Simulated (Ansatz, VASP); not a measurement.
**One calculation of Si5Sn, two programs**

```xyz
6
Lattice="5.5431 0.0000 0.0000 -2.7715 4.8004 0.0000 0.0000 0.0000 7.5122" Properties=species:S:1:pos:R:3 pbc="T T T"
Si    2.7715    0.0000    3.7561
Si   -1.3858    2.4002    3.7561
Si    1.3858    2.4002    3.7561
Si    0.0000    0.0000    6.4231
Si    0.0000    0.0000    1.0891
Sn    0.0000    0.0000    3.7561
```

Alike in both runs: functional PBE; k mesh 6 × 6 × 4; occupations gaussian, width 0.1 eV; no spin polarisation.

Ansatz relaxed the structure, and its values are those at the end. VASP's run is a single point on that final structure, the one shown.

|  | VASP | Ansatz |
| --- | --- | --- |
| version | VASP 6.6.1 | Ansatz 0.2.0 |
| potentials or method | VASP PAW PBE potentials, release 64 (Si, Sn_d), cutoff 520 eV | scalar-relativistic, plane waves, PAW |
| valence electrons in the cell | 34 | 34 |

|  | VASP | Ansatz | Ansatz less VASP |
| --- | --- | --- | --- |
| gap on the k mesh at the Fermi level (eV) | none | none | - |
| pressure (GPa) | 0.0 | 0.0 | +0.02 |
| rms of the force components (eV/Å) | 0.008 | 0.009 | +0.0012 |

A gap of «none» marks a metal or a gap that the smearing closes. With one functional, cell and mesh, what is left measures potentials, basis and numerics.
